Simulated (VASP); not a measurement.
Here is a VASP 6.6.1 calculation.

File INCAR:

```
SYSTEM = TiH2Se6
PREC = Accurate
ENCUT = 520
EDIFF = 1E-7
ISMEAR = -1
SIGMA = 0.1
LREAL = .FALSE.
LASPH = .TRUE.
NELM = 60
ALGO = Normal
ISIF = 2
LWAVE = .FALSE.
LCHARG = .FALSE.
GGA = PE
NBANDS = 35
```

The input KPOINTS:

```
regular mesh
0
G
  7 7 7
  0 0 0
```

POSCAR

```
TiH2Se6
1.0
    3.0523550000      5.2868320000      0.0000000000
   -3.0523550000      5.2868320000      0.0000000000
    0.0000000000      0.0000000000      4.9637890000
H Ti Se
2 1 6
Direct
    0.3333300000      0.3333400000      0.6925400000
    0.6666700000      0.6666600000      0.3074600000
    0.0000000000      0.0000000000      0.0000000000
    0.1554900000      0.1555000000      0.2223700000
    0.6890100000      0.1554900000      0.2223700000
    0.1555000000      0.6890100000      0.2223700000
    0.3109900000      0.8445000000      0.7776300000
    0.8445000000      0.8445100000      0.7776300000
    0.8445100000      0.3109900000      0.7776300000
```

Potentials or basis: VASP PAW PBE potentials, release 64 (H, Ti_sv, Se).

The run is started by

```sh
$ cat potpaw_PBE.64/H/POTCAR potpaw_PBE.64/Ti_sv/POTCAR potpaw_PBE.64/Se/POTCAR > POTCAR
$ mpirun -np 1 vasp_std > vasp.out
```

(1) What does it give for the band gap on the k mesh?

(2) What does it give for the pressure?

(3) Predict the largest force.

## Answers

(1) zero (bands 25 and 26 overlap by 0.78 eV).

(2) 43.5 GPa.

(3) 11.611 eV/Å.

Caveat: the cell stands under pressure; forces of over 1 eV/Å act on the atoms, so gaps and moduli don't describe the material at rest.
